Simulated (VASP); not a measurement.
# NbTe (P-6m2) in VASP: a series of runs, part 2 of 2

VASP 6.6.1. The steps go on from the part before.

### Step 3. Single point, PBE

This run uses another cell than the first one, of 21.79 Å³/atom.

INCAR reads:

```
PREC = Accurate
ENCUT = 520
EDIFF = 1E-7
ISMEAR = -1
SIGMA = 0.05
LREAL = F
LASPH = T
NELM = 100
ALGO = Normal
ISIF = 2
LWAVE = F
LCHARG = F
GGA = PE
NBANDS = 16
```

KPOINTS reads:

```
regular mesh
0
Gamma
  8 8 7
```

POSCAR reads:

```
NbTe
1.0
    3.6849803217      0.0000000000      0.0000000000
   -1.8424901609      3.1912865711      0.0000000000
    0.0000000000      0.0000000000      3.7058992214
Te Nb
1 1
Direct
    0.6666666667      0.3333333333      0.0000000000
    0.0000000000      0.0000000000      0.5000000000
```

Potentials or basis: VASP PAW PBE potentials, release 64 (Te, Nb_sv).

The run is started by

```
$ cat potpaw_PBE.64/Te/POTCAR potpaw_PBE.64/Nb_sv/POTCAR > POTCAR
$ mpirun -np 1 vasp_std > vasp.out
```

OUTCAR:

```text
PREC = Accurate
   ENCUT = 520
   EDIFF = 1E-7
   ISMEAR = -1
   LREAL = F
   LASPH = T
   NELM = 100
   ISIF = 2
   GGA = PE

 ion  position               nearest neighbor table
   1  0.667  0.333  0.000-   2 2.82   2 2.82   2 2.82   2 2.82   2 2.82   2 2.82
   2  0.000  0.000  0.500-   1 2.82   1 2.82   1 2.82   1 2.82   1 2.82   1 2.82

  LATTYP: Found a hexagonal cell.
 ALAT       =     3.6849803217
 C/A-ratio  =     1.0056768009

  Lattice vectors:

 A1 = (   3.6849803217,   0.0000000000,   0.0000000000)
 A2 = (  -1.8424901609,   3.1912865711,   0.0000000000)
 A3 = (   0.0000000000,   0.0000000000,   3.7058992214)

Analysis of symmetry for initial positions (statically):
=====================================================================
 Subroutine PRICEL returns:
 Original cell was already a primitive cell.

 Routine SETGRP: Setting up the symmetry group for a
 hexagonal supercell.

 Subroutine GETGRP returns: Found 12 space group operations
 (whereof 12 operations were pure point group operations)
 out of a pool of 24 trial point group operations.

The static configuration has the point symmetry D_3h.

Analysis of symmetry for dynamics (positions and initial velocities):
=====================================================================
 Subroutine PRICEL returns:
 Original cell was already a primitive cell.

 Routine SETGRP: Setting up the symmetry group for a
 hexagonal supercell.

 Subroutine GETGRP returns: Found 12 space group operations
 (whereof 12 operations were pure point group operations)
 out of a pool of 24 trial point group operations.

The dynamic configuration has the point symmetry D_3h.

 Subroutine INISYM returns: Found 12 space group operations
 (whereof 12 operations are pure point group operations),
 and found     1 'primitive' translations

----------------------------------------------------------------------------------------

                                     Primitive cell
[... 110 lines left out ...]
     AMIX     =   0.40;   BMIX     =  1.00
     AMIX_MAG =   1.60;   BMIX_MAG =  1.00
  volume/ion in A,a.u.               =      21.79       147.05
  Fermi-wavevector in a.u.,A,eV,Ry     =   1.241351  2.345813 20.965920  1.540952
  Thomas-Fermi vector in A             =   2.375752
   LORBIT       =      0    0 simple, 1 ext, 2 COOP (PROOUT), +10 PAW based schemes
   GGA     = PE    functional components
   LHFCALC =     F    Hartree Fock is set to
   AEXX    =    0.0000 exact exchange contribution
   IVDW    =     0    specifies the selected vdW correction
   LEPSILON=     F    determine dielectric tensor
   LRPA    =     F    only Hartree local field effects (RPA)
 non-spin polarized calculation
  energy-cutoff  :      520.00
  volume of cell :       43.58
 maximum number of plane-waves:      1182
 NGX is ok and might be reduce to    28
   NGX = 13   NGY = 13   NGZ = 13

 number of electron      18.9999998 magnetization

 Free energy of the ion-electron system (eV)
  ---------------------------------------------------
  ext. energy  EPLUGINS =         0.00000000
  ---------------------------------------------------
  free energy    TOTEN  =       -13.64168420 eV

  energy without entropy =      -13.63081329  energy(sigma->0) =      -13.63624874

 E-fermi :  11.1313     XC(G=0): -11.3111

 val. band max:       11.1231977059   @ k =   0.1250   0.0000   0.2857
 cond. band min:      11.1893956776   @ k =   0.2500   0.1250   0.2857
 fundamental gap:      0.0661979717
 Fermi energy:        11.1313106681

 k-point     1 :       0.0000    0.0000    0.0000
  band No.  band energies     occupation
      1     -44.4590      2.00000
      2     -20.6596      2.00000
      3     -20.4579      2.00000
      4     -20.4579      2.00000
      5      -3.1601      2.00000
      6       8.0124      2.00000
[... 433 lines left out ...]
      3     -20.5652      2.00000
      4     -20.4780      2.00000
      5      -1.4676      2.00000
      6       4.8602      2.00000
[... 8 lines left out ...]
     15      17.4012      0.00000
     16      19.8098      0.00000

 [... further k-points ...]

------------------------ aborting loop because EDIFF is reached ----------------------------------------

  FORCE on cell =-STRESS in cart. coord.  units (eV):
  Direction    XX          YY          ZZ          XY          YZ          ZX
  --------------------------------------------------------------------------------------
  -------------------------------------------------------------------------------------
  Total       -0.0616484     -0.0616484     -0.0704855      0.0000000     -0.0000000      0.0000000
  in kB       -2.2664058     -2.2664058     -2.5912887      0.0000000     -0.0000000      0.0000000
  external PRESSURE =      -2.3747001 kB  Pullay stress =       0.0000000 kB

 VOLUME and BASIS-vectors are now :
 -----------------------------------------------------------------------------
  energy-cutoff  :      520.00
  volume of cell :       43.58
      direct lattice vectors                 reciprocal lattice vectors
     3.684980322  0.000000000  0.000000000     0.271371870  0.156676622  0.000000000
    -1.842490161  3.191286571  0.000000000     0.000000000  0.313353244  0.000000000
     0.000000000  0.000000000  3.705899221     0.000000000  0.000000000  0.269840042

 POSITION                                       TOTAL-FORCE (eV/Angst)
 -----------------------------------------------------------------------------------
      1.84249      1.06376      0.00000         0.000000     -0.000000      0.000000
      0.00000      0.00000      1.85295        -0.000000      0.000000      0.000000
 -----------------------------------------------------------------------------------
    total drift:                               -0.000000      0.000000      0.000000

  FREE ENERGIE OF THE ION-ELECTRON SYSTEM (eV)
  ---------------------------------------------------
  free  energy   TOTEN  =       -13.6416841966 eV

  energy  without entropy=      -13.6308132901  energy(sigma->0) =      -13.63624874
```

OSZICAR:

```text
N       E                     dE             d eps       ncg     rms          rms(c)
DAV:   1     0.150164589981E+03    0.15016E+03   -0.97088E+03  1280   0.109E+03
DAV:   2    -0.418242262743E+01   -0.15435E+03   -0.15059E+03  1656   0.366E+02
DAV:   3    -0.138713416617E+02   -0.96889E+01   -0.95296E+01  2376   0.686E+01
DAV:   4    -0.140592238927E+02   -0.18788E+00   -0.18765E+00  1560   0.958E+00
DAV:   5    -0.140657456546E+02   -0.65218E-02   -0.65207E-02  2112   0.173E+00    0.707E+00
DAV:   6    -0.136677807291E+02    0.39796E+00   -0.13222E+00  2008   0.974E+00    0.309E+00
DAV:   7    -0.136475501325E+02    0.20231E-01   -0.68825E-02  1576   0.191E+00    0.165E+00
DAV:   8    -0.136415404612E+02    0.60097E-02   -0.20219E-02  1856   0.977E-01    0.215E-01
DAV:   9    -0.136416265766E+02   -0.86115E-04   -0.19431E-03  1744   0.337E-01    0.131E-01
DAV:  10    -0.136416892557E+02   -0.62679E-04   -0.28227E-04  1872   0.169E-01    0.202E-02
DAV:  11    -0.136416850863E+02    0.41694E-05   -0.24197E-05  1888   0.485E-02    0.160E-02
DAV:  12    -0.136416842125E+02    0.87383E-06   -0.15077E-06  1688   0.118E-02    0.160E-03
DAV:  13    -0.136416841966E+02    0.15864E-07   -0.10672E-07  1224   0.254E-03
   1 F= -.13641684E+02 E0= -.13636249E+02  d E =-.108709E-01
```

Run time: 34 s. Hardware: 1 thread of Intel Xeon 8259CL, shared host; peak memory 0.17 GiB.

What came out:

| Quantity | Value |
| --- | --- |
| Free energy | -13.6417 eV |
| Pressure | -0.2 GPa |
| Band gap on the k mesh | zero (an odd number of electrons rules out a gap without spin polarisation) |

Levels at points of the mesh, in eV from the Fermi level:
```csv
k point,band 6,band 7,band 8,band 9,band 10,band 11,band 12,band 13,band 14,band 15
"(0.00, 0.00, 0.00)",-3.12,-3.12,-3.03,-2.42,0.12,0.12,2.46,2.46,2.92,5.90
"(0.50, 0.00, 0.00)",-7.24,-3.90,-2.66,-2.57,-0.22,1.26,1.54,3.00,3.80,5.70
```

Caveat: spin-orbit coupling is left out, which moves the levels of the heavy elements.

### Step 4. Single point, PBEsol

INCAR reads:

```
SYSTEM = NbTe
PREC = Accurate
ENCUT = 520
EDIFF = 1E-6
ISMEAR = -1
SIGMA = 0.05
LREAL = .False.
LASPH = .True.
NELM = 80
ALGO = Normal
ISIF = 2
LWAVE = .False.
LCHARG = .False.
GGA = PS
NBANDS = 16
```

KPOINTS reads:

```
Automatic mesh
0
Gamma
  8 8 7
  0 0 0
```

POSCAR reads:

```
NbTe
1.0
    3.7029743866      0.0000000000      0.0000000000
   -1.8514871933      3.2068698884      0.0000000000
    0.0000000000      0.0000000000      3.6942110000
Te Nb
1 1
Direct
    0.6666666667      0.3333333333      0.0000000000
    0.0000000000      0.0000000000      0.5000000000
```

The run is started by

```
$ cat potpaw_PBE.64/Te/POTCAR potpaw_PBE.64/Nb_sv/POTCAR > POTCAR
$ mpirun -np 1 vasp_std > vasp.out
```

It took 37 s on 1 thread of Intel Xeon 8259CL, shared host; peak memory 0.17 GiB.

The run converged. Its results:

- Free energy: -14.8708 eV
- Pressure: -5.3 GPa
- Band gap on the k mesh: zero (an odd number of electrons rules out a gap without spin polarisation)

Levels at points of the mesh, in eV from the Fermi level:
| k point | band 8 | band 9 | band 10 | band 11 | band 12 | band 13 |
| --- | --- | --- | --- | --- | --- | --- |
| (0.00, 0.00, 0.00) | -3.02 | -2.35 | 0.13 | 0.13 | 2.44 | 2.44 |
| (0.50, 0.00, 0.00) | -2.66 | -2.60 | -0.20 | 1.23 | 1.49 | 3.02 |

Caveat: the cell stands under tension; the PAW data sets were made with another functional, which shifts forces and pressure a little; spin-orbit coupling is left out, which moves the levels of the heavy elements.

### Step 5. Single point, RPBE

INCAR reads:

```
ALGO = Normal ; EDIFF = 1E-6
ENCUT = 520 ; GGA = RP
ISIF = 2 ; ISMEAR = -1
LASPH = T ; LCHARG = T
LELF = T ; LREAL = F
LVHAR = T ; LWAVE = F
NBANDS = 16 ; NELM = 60
PREC = Accurate ; SIGMA = 0.05
```

KPOINTS reads:

```
k-points
0
Gamma
  8 8 7
```

POSCAR is that of step 4.

Potentials or basis: VASP PAW PBE potentials, release 64 (Te, Nb_sv).

The run is started by

```
$ cat potpaw_PBE.64/Te/POTCAR potpaw_PBE.64/Nb_sv/POTCAR > POTCAR
$ mpirun -np 1 vasp_std > vasp.out
```

OUTCAR:

```text
EDIFF = 1E-6
   ENCUT = 520
   GGA = RP
   ISIF = 2
   ISMEAR = -1
   LASPH = T
   LREAL = F
   NELM = 60
   PREC = Accurate

 ion  position               nearest neighbor table
   1  0.667  0.333  0.000-   2 2.83   2 2.83   2 2.83   2 2.83   2 2.83   2 2.83
   2  0.000  0.000  0.500-   1 2.83   1 2.83   1 2.83   1 2.83   1 2.83   1 2.83

  LATTYP: Found a hexagonal cell.
 ALAT       =     3.7029743866
 C/A-ratio  =     0.9976334196

[... 641 lines left out ...]
     16      19.7201      0.00000

 [... further k-points ...]

------------------------ aborting loop because EDIFF is reached ----------------------------------------

  FORCE on cell =-STRESS in cart. coord.  units (eV):
  Direction    XX          YY          ZZ          XY          YZ          ZX
  --------------------------------------------------------------------------------------
  -------------------------------------------------------------------------------------
  Total        0.2388911      0.2388911      0.4963006      0.0000000      0.0000000      0.0000000
  in kB        8.7248250      8.7248250     18.1259855      0.0000000      0.0000000      0.0000000
  external PRESSURE =      11.8585452 kB  Pullay stress =       0.0000000 kB

 VOLUME and BASIS-vectors are now :
 -----------------------------------------------------------------------------
  energy-cutoff  :      520.00
  volume of cell :       43.87
      direct lattice vectors                 reciprocal lattice vectors
     3.702974387  0.000000000  0.000000000     0.270053178  0.155915275  0.000000000
    -1.851487193  3.206869888  0.000000000     0.000000000  0.311830550  0.000000000
     0.000000000  0.000000000  3.694211000     0.000000000  0.000000000  0.270693796

 POSITION                                       TOTAL-FORCE (eV/Angst)
 -----------------------------------------------------------------------------------
      1.85149      1.06896      0.00000        -0.000000      0.000000      0.000000
      0.00000      0.00000      1.84711         0.000000     -0.000000      0.000000
 -----------------------------------------------------------------------------------
    total drift:                               -0.000000      0.000000     -0.000000

  FREE ENERGIE OF THE ION-ELECTRON SYSTEM (eV)
  ---------------------------------------------------
  free  energy   TOTEN  =       -12.7066976034 eV

  energy  without entropy=      -12.6953181237  energy(sigma->0) =      -12.70100786
```

stdout:

```text
POSCAR found type information on POSCAR TeNb
 POSCAR found :  2 types and       2 ions
 scaLAPACK will be used
 -----------------------------------------------------------------------------
|                                                                             |
|                                                                             |
|     You enforced a specific xc type in the INCAR file but a different       |
|     I HOPE YOU KNOW WHAT YOU ARE DOING!                                     |
|                                                                             |
 -----------------------------------------------------------------------------

 LDA part: xc-table for (Slater+PW92), standard interpolation
 POSCAR, INCAR and KPOINTS ok, starting setup
 FFT: planning ... GRIDC
 FFT: planning ... GRID_SOFT
 FFT: planning ... GRID
 WAVECAR not read
 entering main loop
```

Run time: 49 s. Hardware: 1 thread of Intel Xeon 8259CL, shared host; peak memory 0.17 GiB.

What came out:

```yaml
Free_energy: -12.7067 eV
Pressure: 1.2 GPa
Band_gap_on_the_k_mesh: zero (an odd number of electrons rules out a gap without spin polarisation)
```

Stress tensor (GPa, compression positive):
```
0.87 0.00 0.00
0.00 0.87 0.00
0.00 0.00 1.81
```

Levels at points of the mesh, in eV from the Fermi level:
```
           k point  band 7  band 8  band 9  band 10  band 11  band 12  band 13  band 14
(0.00, 0.00, 0.00)   -3.15   -3.00   -2.34     0.12     0.12     2.44     2.44     2.89
(0.50, 0.00, 0.00)   -3.83   -2.64   -2.61    -0.21     1.23     1.49     3.02     3.82
```

Caveat: the PAW data sets were made with another functional, which shifts forces and pressure a little; spin-orbit coupling is left out, which moves the levels of the heavy elements.

### Step 6. Single point, RPBE

This run uses another cell than the first one, of 22.19 Å³/atom.

INCAR reads:

```
PREC     = Accurate       # precision mode
ENCUT    = 520            # plane-wave cutoff, eV
EDIFF    = 1E-6           # SCF threshold, eV
ISMEAR   = -1             # smearing method
SIGMA    = 0.05           # smearing width, eV
LREAL    = False          # projectors in reciprocal space
LASPH    = True           # aspherical terms in the spheres
NELM     = 80             # most SCF steps
ALGO     = Normal         # electronic algorithm
ISIF     = 2              # what is computed and relaxed
LWAVE    = False          # write WAVECAR
LCHARG   = True           # write CHGCAR
GGA      = RP             # functional
LELF     = True           # ELF
LVHAR    = True         
NBANDS   = 16             # bands
```

KPOINTS reads:

```
Automatic mesh
0
Gamma
  8 8 7
```

POSCAR reads:

```
NbTe
1.0
    3.7096084420      0.0000000000      0.0000000000
   -1.8548042210      3.2126151489      0.0000000000
    0.0000000000      0.0000000000      3.7234634047
Te Nb
1 1
Direct
    0.6666666667      0.3333333333      0.0000000000
    0.0000000000      0.0000000000      0.5000000000
```

Potentials or basis: VASP PAW PBE potentials, release 64 (Te, Nb_sv).

The run is started by

```
$ cat potpaw_PBE.64/Te/POTCAR potpaw_PBE.64/Nb_sv/POTCAR > POTCAR
$ mpirun -np 1 vasp_std > vasp.out
```

It took 46 s on 1 thread of Intel Xeon 8259CL, shared host; peak memory 0.17 GiB.

The run converged. Its results:

| Quantity | Value |
| --- | --- |
| Free energy | -12.7087 eV |
| Pressure | -0.3 GPa |
| Band gap on the k mesh | zero (an odd number of electrons rules out a gap without spin polarisation) |

Stress tensor (GPa, compression positive):
```
-0.26  0.00  0.00
 0.00 -0.26  0.00
 0.00  0.00 -0.34
```

Levels at points of the mesh, in eV from the Fermi level:
| k point | band 6 | band 7 | band 8 | band 9 | band 10 | band 11 | band 12 | band 13 | band 14 | band 15 |
| --- | --- | --- | --- | --- | --- | --- | --- | --- | --- | --- |
| (0.00, 0.00, 0.00) | -3.08 | -3.08 | -2.95 | -2.40 | 0.12 | 0.12 | 2.39 | 2.39 | 2.83 | 5.88 |
| (0.50, 0.00, 0.00) | -7.13 | -3.83 | -2.58 | -2.57 | -0.21 | 1.23 | 1.49 | 2.94 | 3.74 | 5.66 |

Caveat: the PAW data sets were made with another functional, which shifts forces and pressure a little; spin-orbit coupling is left out, which moves the levels of the heavy elements.

### Step 7. Overview

| level | cell | smearing | gap on the mesh (eV) | pressure (GPa) |
| --- | --- | --- | --- | --- |
| PBE | a = 3.703, b = 3.703, c = 3.694 Å, angles 90.0, 90.0, 120.0°, 2 atoms | gaussian 0.011 eV | none | -0.8 |
| PBE | a = 3.685, b = 3.685, c = 3.706 Å, angles 90.0, 90.0, 120.0°, 2 atoms | fermi-dirac 0.05 eV | none | -0.2 |
| PBEsol | a = 3.703, b = 3.703, c = 3.694 Å, angles 90.0, 90.0, 120.0°, 2 atoms | fermi-dirac 0.05 eV | none | -5.3 |
| RPBE | a = 3.703, b = 3.703, c = 3.694 Å, angles 90.0, 90.0, 120.0°, 2 atoms | fermi-dirac 0.05 eV | none | 1.2 |
| RPBE | a = 3.710, b = 3.710, c = 3.723 Å, angles 90.0, 90.0, 120.0°, 2 atoms | fermi-dirac 0.05 eV | none | -0.3 |

Alike in all rows: task single point; potentials or basis VASP PAW PBE potentials, release 64 (Te, Nb_sv); no spin polarisation; k mesh 8 × 8 × 7; cutoff (eV) 520.

The pressure there spans -5.3 GPa (PBEsol) to 1.2 GPa (RPBE); a positive pressure means that this level wants a larger cell, a negative one a smaller.

Caveats: spin-orbit coupling is left out, which moves the levels of the heavy elements; the PAW data sets were made with another functional, which shifts forces and pressure a little (at least some runs); the cell stands under tension (at least some runs).

Absolute energies hang on the potentials; compare differences alone.
